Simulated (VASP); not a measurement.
HgTe, 2 atoms in the cell. Symmetry: I-4m2, No. 119, tetragonal system. The conventional cell has a = 4.490 Å, b = 4.490 Å, c = 6.544 Å, α = 90.00°, β = 90.00°, γ = 90.00°. Hg (site symmetry -4m2) has 4 Te at 2.78 Å within 3.7 Å. Te (site symmetry -4m2) has 4 Hg at 2.78 Å within 3.7 Å.  This cell differs from its parent crystal: strain -0.015 along x and y, +0.015 along z.

- Program: VASP 6.6.1
- Task: single point
- Functional: PBE
- Potentials or basis: VASP PAW PBE potentials, release 64 (Hg, Te)
- Cutoff: 520 eV
- k mesh: 14 × 14 × 14
- Occupations: gaussian, width 0.15 eV
- Spin: no spin polarisation
- Dipole correction: no
- Further INCAR settings: ALGO = Normal; EDIFF = 1e-06; NBANDS = 16

Potentials or basis: VASP PAW PBE potentials, release 64 (Hg, Te).

Launch:

```bash
$ cat potpaw_PBE.64/Hg/POTCAR potpaw_PBE.64/Te/POTCAR > POTCAR
$ mpirun -np 1 vasp_std > vasp.out
```

Hardware: 1 thread of Intel(R) Xeon(R) 6975P-C (Granite Rapids), on a shared host.

Problem. How long does it take, and how much memory?

Solution. Run time: 87 s on 1 thread of Intel(R) Xeon(R) 6975P-C (Granite Rapids) (shared host), peak memory 0.41 GiB. Counts: scf iterations 13, k points 244.
